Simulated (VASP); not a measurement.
BN, 4 atoms in the cell. The structure is hexagonal, space group P6_3/mmc (No. 194). Conventional cell: a = 2.504 Å, b = 2.504 Å, c = 7.016 Å, α = 90.00°, β = 90.00°, γ = 120.00°. B (site symmetry -6m2) has 3 N at 1.45 Å within 1.9 Å. N (site symmetry -6m2) has 3 B at 1.45 Å within 1.9 Å. 

* Program: VASP 6.6.1
* Task: vibrations by perturbation theory
* Functional: PBEsol
* Potentials or basis: VASP PAW PBE potentials, release 64 (B, N)
* Cutoff: 520 eV
* k mesh: 10 × 10 × 4
* Occupations: gaussian, width 0.01 eV
* Spin: no spin polarisation
* Dipole correction: no
* Further INCAR settings: ALGO = Normal; EDIFF = 1e-08; NBANDS = 16; IBRION = 8; NSW = 1

Potentials or basis: VASP PAW PBE potentials, release 64 (B, N).

Command:

```console
$ cat potpaw_PBE.64/B/POTCAR potpaw_PBE.64/N/POTCAR > POTCAR
$ mpirun -np 1 vasp_std > vasp.out
```

Hardware: 1 thread of AMD EPYC 9R45 (Zen 5), with other jobs on the host.

**Question.** Estimate the wall time of this run.

**Answer.** Run time: 3.6 min on 1 thread of AMD EPYC 9R45 (Zen 5) (shared host), peak memory 0.32 GiB. Counts: scf iterations 68, k points 42.
